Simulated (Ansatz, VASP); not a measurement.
One calculation of KMn2, two programs

```
K Mn
1.0
     5.91492    0.00000    0.00000
     0.00000    5.91492    0.00000
     0.00000    0.00000    3.80981
K Mn
2 4
Direct
  0.00000 0.00000 0.00000
  0.50000 0.50000 0.50000
  0.30600 0.30600 0.00000
  0.19400 0.80600 0.50000
  0.69400 0.69400 0.00000
  0.80600 0.19400 0.50000
```

Alike in both runs: task single point; functional PBE; k mesh 4 × 4 × 6; occupations gaussian, width 0.1 eV; collinear spin.

|  | VASP | Ansatz |
| --- | --- | --- |
| version | VASP 6.6.1 | Ansatz 0.2.0 |
| potentials or method | VASP PAW PBE potentials, release 64 (K_sv, Mn_pv), cutoff 520 eV | scalar-relativistic, plane waves, PAW |
| valence electrons in the cell | 70 | 78 |

|  | VASP | Ansatz | Ansatz less VASP |
| --- | --- | --- | --- |
| gap on the k mesh at the Fermi level (eV) | none | none | - |
| pressure (GPa) | 9.0 | 8.6 | -0.35 |
| traceless stress, the component that is largest in VASP (GPa) | 6.23 | 6.13 | -0.101 |
| rms of the force components (eV/Å) | 0.209 | 0.198 | -0.0106 |
| net moment per atom (μB) | 2.59 | 2.59 | +0.003 |
| size of the moment on the site where the two differ most (μB) | 3.78 | 3.68 | -0.092 |

Site moments also hang on the region over which each program counts them. Atom by atom the forces differ by 0.011 eV/Å (rms over components). A gap of «none» marks a metal or a gap that the smearing closes. VASP's potentials hold 70 valence electrons a cell and Ansatz's 78, so a difference there can come from the potentials and not from the codes.
